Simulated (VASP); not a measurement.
Wanted: the native input for a VASP 6.6.1 run.

| Property | Result |
| --- | --- |
| Task | single point |
| Functional | PBEsol |
| Potentials or basis | VASP PAW PBE potentials, release 64 (Sc_sv) |
| Cutoff | 520 eV |
| k mesh | 10 × 10 × 6 |
| Occupations | gaussian, width 0.1 eV |
| Spin | no spin polarisation |
| Dipole correction | no |
| Further INCAR settings | ALGO = Normal; EDIFF = 1e-06; NBANDS = 18 |

The structure of Sc lies in POSCAR:

```
Sc
1.0
    3.2490953923      0.0000000000      0.0000000000
   -1.6245476962      2.8138010528      0.0000000000
    0.0000000000      0.0000000000      5.1778346124
Sc
2
Direct
    0.3333333333      0.6666666667      0.2500000000
    0.6666666667      0.3333333333      0.7500000000
```

One way to write it, as run:

INCAR

```
SYSTEM = Sc
PREC     = Accurate       ! precision mode
ENCUT    = 520            ! plane-wave cutoff, eV
EDIFF    = 1E-6           ! SCF threshold, eV
ISMEAR   = 0              ! smearing method
SIGMA    = 0.1            ! smearing width, eV
LREAL    = .FALSE.        ! projectors in reciprocal space
LASPH    = .TRUE.         ! aspherical terms in the spheres
NELM     = 60             ! most SCF steps
ALGO     = Normal         ! electronic algorithm
ISIF     = 2              ! what is computed and relaxed
LWAVE    = .FALSE.        ! write WAVECAR
LCHARG   = .TRUE.         ! write CHGCAR
GGA      = PS             ! functional
LELF     = .TRUE.         ! ELF
LVHAR    = .TRUE.       
NBANDS   = 18             ! bands
```

KPOINTS

```
Automatic mesh
0
G
  10 10 6
  0 0 0
```

Potentials or basis: VASP PAW PBE potentials, release 64 (Sc_sv).

Run with:

```bash
$ cat potpaw_PBE.64/Sc_sv/POTCAR > POTCAR
$ mpirun -np 1 vasp_std > vasp.out
```

It gave:

```
Pressure               : 0.0 GPa
Band gap on the k mesh : zero (band 11 reaches 4.73 eV, above the bottom of band 12 at 3.33 eV)
```

Caveat: the PAW data sets were made with another functional, which shifts forces and pressure a little.

It used 120 s of CPU time on 1 thread of AMD EPYC 7R13 Processor (Zen 3) (shared host).
